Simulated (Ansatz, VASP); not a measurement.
## Two plane-wave programs on ZnO

```
Zn O
1.0
     3.27960    0.00000    0.00000
    -1.63980    2.84022    0.00000
     0.00000    0.00000    5.29269
Zn O
2 2
Direct
  0.33333 0.66667 0.00144
  0.66667 0.33333 0.50144
  0.33333 0.66667 0.38056
  0.66667 0.33333 0.88056
```

Alike in both runs: functional PBE; k mesh 8 × 8 × 5; occupations gaussian, width 0.02 eV; no spin polarisation.

Ansatz relaxed the structure, and its values are those at the end. VASP's run is a single point on that final structure, the one shown.

|  | VASP | Ansatz |
| --- | --- | --- |
| version | VASP 6.6.1 | Ansatz 0.2.0 |
| potentials or method | VASP PAW PBE potentials, release 64 (Zn, O) | scalar-relativistic, plane waves, PAW |
| plane-wave cutoff (eV) | 520 | 420 |
| valence electrons in the cell | 36 | 36 |

|  | VASP | Ansatz | Ansatz less VASP |
| --- | --- | --- | --- |
| gap on the k mesh at the Fermi level (eV) | 0.73 | 0.74 | +0.016 |
| least direct gap on the mesh (eV) | 0.73 | 0.74 | +0.016 |
| pressure (GPa) | 0.9 | 0.0 | -0.89 |
